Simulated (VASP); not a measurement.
Here is a VASP 6.6.1 calculation.

INCAR

```
SYSTEM = Ti
PREC = Accurate
ENCUT = 520
EDIFF = 1E-6
ISMEAR = 0
SIGMA = 0.15
LREAL = .FALSE.
LASPH = .TRUE.
NELM = 150
ALGO = Fast
ISIF = 2
LWAVE = .FALSE.
LCHARG = .FALSE.
ISPIN = 2
MAGMOM = 0.1
LORBIT = 11
NUPDOWN = 0.1
LMAXMIX = 4
GGA = PE
NBANDS = 16
```

KPOINTS

```
regular mesh
0
G
  22 22 22
  0 0 0
```

POSCAR

```
Ti
1.0
   -1.5773836419      1.5773836419      1.5773836419
    1.5773836419     -1.5773836419      1.5773836419
    1.5773836419      1.5773836419     -1.5773836419
Ti
1
Direct
    0.0000000000      0.0000000000      0.0000000000
```

Potentials or basis: VASP PAW PBE potentials, release 64 (Ti_sv).

Launch:

```sh
$ cat potpaw_PBE.64/Ti_sv/POTCAR > POTCAR
$ mpirun -np 1 vasp_std > vasp.out
```

**Question.** What does it give for the pressure?

**Answer.** 11.4 GPa.

Caveat: the cell stands under pressure; the total moment is fixed, so each spin has its own Fermi level.
